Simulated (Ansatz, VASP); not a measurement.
# Ge in VASP and in Ansatz

```
CELL_PARAMETERS angstrom
0.00000 2.80090 2.88535
2.80090 0.00000 2.88535
2.80090 2.80090 0.00000
ATOMIC_POSITIONS crystal
Ge 0.50000 0.50000 0.50000
Ge 0.75000 0.75000 0.75000
```

Change from the starting cell: z stretched by +2 % at fixed volume.

Alike in both runs: task single point; functional PBE; k mesh 11 × 11 × 11; occupations fermi-dirac, width 0.05 eV; no spin polarisation.

|  | VASP | Ansatz |
| --- | --- | --- |
| version | VASP 6.6.1 | Ansatz 0.2.0 |
| potentials or method | VASP PAW PBE potentials, release 64 (Ge_d), cutoff 520 eV | all-electron LAPW, scalar-relativistic |

|  | VASP | Ansatz | Ansatz less VASP |
| --- | --- | --- | --- |
| pressure (GPa) | 3.6 | 3.7 | +0.09 |
| traceless stress, the component that is largest in VASP (GPa) | -1.47 | -1.47 | -0.002 |

Ansatz ran all-electron here, and VASP with PAW potentials.
